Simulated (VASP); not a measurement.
Write the native input for VASP 6.6.1 that does the following.

* Task: single point
* Functional: BLYP
* Potentials or basis: VASP PAW PBE potentials, release 64 (Ni)
* Cutoff: 520 eV
* k mesh: 16 × 16 × 9
* Occupations: fermi-dirac, width 0.05 eV
* Spin: collinear spin, ferromagnetic start
* Starting moments: [0.657, 0.657] μB
* Dipole correction: no
* Further INCAR settings: ALGO = Normal; EDIFF = 1e-06; NBANDS = 21

The structure of Ni lies in POSCAR:

```
Ni
1.0
    2.5917708135      0.0000000000      0.0000000000
   -1.2958854068      2.2445393653      0.0000000000
    0.0000000000      0.0000000000      4.2643692175
Ni
2
Direct
    0.3333333333      0.6666666667      0.2500000000
    0.6666666667      0.3333333333      0.7500000000
```

This isn't the form of Ni at room conditions, which is fcc.

These files were run (other wordings do the same):

INCAR

```
PREC = Accurate ; ENCUT = 520
EDIFF = 1E-6 ; ISMEAR = -1
SIGMA = 0.05 ; LREAL = False
LASPH = True ; NELM = 150
ALGO = Normal ; ISIF = 2
LWAVE = False ; LCHARG = True
ISPIN = 2 ; MAGMOM = 0.657 0.657
LORBIT = 11 ; LMAXMIX = 4
GGA = B5 ; ALDAX = 1.0
AGGAX = 1.0 ; AGGAC = 1.0
ALDAC = 0.0 ; LELF = True
LVHAR = True ; NBANDS = 21
```

KPOINTS

```
Automatic mesh
0
Gamma
  16 16 9
```

Potentials or basis: VASP PAW PBE potentials, release 64 (Ni).

Command:

```console
$ cat potpaw_PBE.64/Ni/POTCAR > POTCAR
$ mpirun -np 1 vasp_std > vasp.out
```

Results of the run:

- Pressure: -10.5 GPa
- Net moment: 1.26 μB per cell
- Site moments: Ni +0.65 μB
- Valence electrons inside the program's atomic spheres: Ni 9.16

Caveat: the cell stands under tension; the PAW data sets were made with another functional, which shifts forces and pressure a little.

It took 82 s on 1 thread of Intel(R) Xeon(R) Platinum 8488C (Sapphire Rapids), with other jobs on the host, peak memory 0.22 GiB.
